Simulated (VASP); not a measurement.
Here is a VASP 6.6.1 calculation.

File INCAR:

```
  ALGO = Normal
  EDIFF = 1E-6
  ENCUT = 520
  GGA = PE
  ISIF = 2
  ISMEAR = 0
  LASPH = T
  LCHARG = F
  LREAL = F
  LWAVE = F
  NBANDS = 14
  NELM = 80
  PREC = Accurate
  SIGMA = 0.028000000000000004
```

Contents of KPOINTS:

```
k-points
0
Gamma
  10 10 10
```

File POSCAR:

```
ZrB
1.0
    0.0000000000      2.3250000000      2.3250000000
    2.3250000000      0.0000000000      2.3250000000
    2.3250000000      2.3250000000      0.0000000000
Zr B
1 1
Direct
    0.0000000000      0.0000000000      0.0000000000
    0.5000000000      0.5000000000      0.5000000000
```

Potentials or basis: VASP PAW PBE potentials, release 64 (Zr_sv, B).

Command:

```bash
$ cat potpaw_PBE.64/Zr_sv/POTCAR potpaw_PBE.64/B/POTCAR > POTCAR
$ mpirun -np 1 vasp_std > vasp.out
```

Task: Estimate the pressure.

Result: 34.6 GPa.
